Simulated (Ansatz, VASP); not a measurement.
This is a calculation of CdF2 for Ansatz 0.2.0.

input.yaml

```yaml
crystal:
  lattice:
    - [0.0, 2.72094, 2.694]
    - [2.72094, 0.0, 2.694]
    - [2.72094, 2.72094, 0.0]
  atoms:
    - { symbol: Cd, position: [0.0, 0.0, 0.0] }
    - { symbol: F, position: [0.75, 0.75, 0.75] }
    - { symbol: F, position: [0.25, 0.25, 0.25] }
hamiltonian:
  xc: pbesol
  pseudopotentials: { kind: paw }
kpoints:
  mp_grid: { grid: [7, 7, 7] }
scf:
  occupations: { method: fermi_dirac, width: 0.05 }
output:
  forces: true
  stress: true
  eigenvalues: true
```

Potentials or basis: Ansatz PAW.

Run with:

```sh
$ ansatz run input.yaml --threads 1 --pin off --max-ram 3584MiB --backend cpu --events-out ev --progress --plain --runs-dir out
```

Q: Set up the same calculation for VASP 6.6.1. Potentials there: VASP PAW PBE potentials, release 64 (Cd_sv_GW, F).

A: As run (the cutoff follows the program's own potentials):

The input INCAR:

```
PREC = Accurate
ENCUT = 700
EDIFF = 1E-6
ISMEAR = -1
SIGMA = 0.05
LREAL = False
LASPH = True
NELM = 120
ALGO = Normal
ISIF = 2
LWAVE = False
LCHARG = False
GGA = PS
NBANDS = 24
GGA_COMPAT = False
```

The input KPOINTS:

```
regular mesh
0
Gamma
  7 7 7
```

POSCAR

```
CdF2
1.0
    0.0000000000      2.7209400000      2.6940000000
    2.7209400000      0.0000000000      2.6940000000
    2.7209400000      2.7209400000      0.0000000000
Cd F
1 2
Direct
    0.0000000000      0.0000000000      0.0000000000
    0.7500000000      0.7500000000      0.7500000000
    0.2500000000      0.2500000000      0.2500000000
```

Potentials or basis: VASP PAW PBE potentials, release 64 (Cd_sv_GW, F).

Run with:

```bash
$ cat potpaw_PBE.64/Cd_sv_GW/POTCAR potpaw_PBE.64/F/POTCAR > POTCAR
$ mpirun -np 1 vasp_std > vasp.out
```

Both were run:

|  | VASP | Ansatz | Ansatz less VASP |
| --- | --- | --- | --- |
| gap on the k mesh at the Fermi level (eV) | 2.90 | 2.91 | +0.011 |
| least direct gap on the mesh (eV) | 3.36 | 3.37 | +0.008 |
| pressure (GPa) | -2.7 | -2.3 | +0.38 |
| traceless stress, the component that is largest in VASP (GPa) | 0.73 | 0.73 | +0.001 |

VASP's potentials were made for PBE, not for PBEsol.

Noted on Ansatz's run: odd divisions of the mesh miss points on the zone boundary, where band edges often lie, so the gap on the mesh can be too wide.
